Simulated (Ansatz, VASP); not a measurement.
## Ta2N in VASP and in Ansatz

The input INCAR:

```
PREC     = Accurate       # precision mode
ENCUT    = 520            # plane-wave cutoff, eV
EDIFF    = 1E-7           # SCF threshold, eV
ISMEAR   = 0              # smearing method
SIGMA    = 0.15           # smearing width, eV
LREAL    = F              # projectors in reciprocal space
LASPH    = T              # aspherical terms in the spheres
NELM     = 100            # most SCF steps
ALGO     = Normal         # electronic algorithm
ISIF     = 2              # what is computed and relaxed
LWAVE    = F              # write WAVECAR
LCHARG   = F              # write CHGCAR
GGA      = PE             # functional
NBANDS   = 20             # bands
```

File KPOINTS:

```
regular mesh
0
Gamma
  18 18 10
```

File POSCAR:

```
Ta2N
1.0
    3.0236115542      0.0000000000      0.0000000000
   -1.5118057771      2.6185244171      0.0000000000
    0.0000000000      0.0000000000      4.7598428107
Ta N
2 1
Direct
    0.6666666667      0.3333333333      0.7449050322
    0.3333333333      0.6666666667      0.2550949678
    0.0000000000      0.0000000000      0.0000000000
```

Input for Ansatz:

```yaml
crystal:
  lattice:
    - [3.023611558, 0.0, 0.0]
    - [-1.511805779, 2.6185244204, 0.0]
    - [0.0, 0.0, 4.7598427878]
  atoms:
    - { symbol: Ta, position: [0.6666666667, 0.3333333333, 0.7449050326] }
    - { symbol: Ta, position: [0.3333333333, 0.6666666667, 0.2550949674] }
    - { symbol: "N", position: [0.0, 0.0, 0.0] }
basis:
  ecutwfc: 420
kpoints:
  mp_grid: { grid: [18, 18, 10] }
hamiltonian:
  xc: pbe
scf:
  occupations: { method: gaussian, width: 0.15 }
output:
  forces: true
  stress: true
  eigenvalues: true
```

Change from the starting cell: strain -0.025 along x and y, -0.025 along z, atoms carried along.

Alike in both runs: task single point; functional PBE; k mesh 18 × 18 × 10; occupations gaussian, width 0.15 eV; no spin polarisation.

|  | VASP | Ansatz |
| --- | --- | --- |
| version | VASP 6.6.1 | Ansatz 0.2.0 |
| potentials or method | VASP PAW PBE potentials, release 64 (Ta_pv, N), cutoff 520 eV | scalar-relativistic, plane waves, PAW |
| valence electrons in the cell | 27 | 31 |

|  | VASP | Ansatz | Ansatz less VASP |
| --- | --- | --- | --- |
| gap on the k mesh at the Fermi level (eV) | none | none | - |
| pressure (GPa) | 25.9 | 25.2 | -0.69 |
| traceless stress, the component that is largest in VASP (GPa) | 0.16 | 0.21 | +0.051 |
| rms of the force components (eV/Å) | 0.255 | 0.226 | -0.0291 |

Atom by atom the forces differ by 0.029 eV/Å (rms over components). A gap of «none» marks a metal or a gap that the smearing closes. VASP's potentials hold 27 valence electrons a cell and Ansatz's 31, so a difference there can come from the potentials and not from the codes.

Neither program's run includes spin-orbit coupling.
